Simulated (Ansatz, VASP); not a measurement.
Fe: VASP beside Ansatz

```xyz
1
Lattice="-1.4430 1.4430 1.4430 1.4430 -1.4430 1.4430 1.4430 1.4430 -1.4430" Properties=species:S:1:pos:R:3 pbc="T T T"
Fe    0.0000    0.0000    0.0000
```

Alike in both runs: task single point; functional PBE; k mesh 13 × 13 × 13; occupations gaussian, width 0.024 eV; collinear spin.

```csv
,VASP,Ansatz
version,VASP 6.6.1,Ansatz 0.2.0
potentials or method,"VASP PAW PBE potentials, release 64 (Fe), cutoff 520 eV","all-electron LAPW, scalar-relativistic"
```

Ansatz gave:

* gap on the k mesh at the Fermi level (eV): none
* pressure (GPa): -9.8
* net moment per atom (μB): 2.24
* size of the moment on the site where the two differ most (μB): 2.31

Question: What did VASP give for the same quantities?

Answer: gap on the k mesh at the Fermi level (eV): none; pressure (GPa): -9.2; net moment per atom (μB): 2.28; size of the moment on the site where the two differ most (μB): 2.29.

Site moments also hang on the region over which each program counts them. A gap of «none» marks a metal or a gap that the smearing closes. Ansatz ran all-electron here, and VASP with PAW potentials.
